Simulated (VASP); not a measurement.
CoO:

```
Co O
1.0
     0.00000    2.17448    2.17448
     2.17448    0.00000    2.17448
     2.17448    2.17448    0.00000
Co O
1 1
Direct
  0.00000 0.00000 0.00000
  0.25000 0.25000 0.25000
```

Base run:

| Property | Result |
| --- | --- |
| Program | VASP 6.6.1 |
| Functional | PBEsol |
| Potentials or basis | VASP PAW PBE potentials, release 64 (Co, O) |
| Cutoff | 520 eV |
| k mesh | 16 × 16 × 16 |
| Occupations | gaussian, width 0.1 eV |
| Spin | collinear spin, ferromagnetic start |
| Starting moments | [1.4, 0.13] μB |
| Fixed moment | 1.5 μB |

Its results: pressure -2.9 GPa; site moments Co +1.36; O +0.12 μB.

**Question.** The run is repeated on the same cell with these changes: fixed moment from 1.5 μB to 2 μB; moments at the start from [1.4, 0.13] to [1.8, 0.21]. What comes out?

**Answer.** Pressure 1.5 GPa; site moments Co +1.76; O +0.19 μB.

Caveats: the PAW data sets were made with another functional, which shifts forces and pressure a little; the total moment is fixed, so each spin has its own Fermi level; a cell with one magnetic atom can't hold antiferromagnetic order, which such compounds often take.
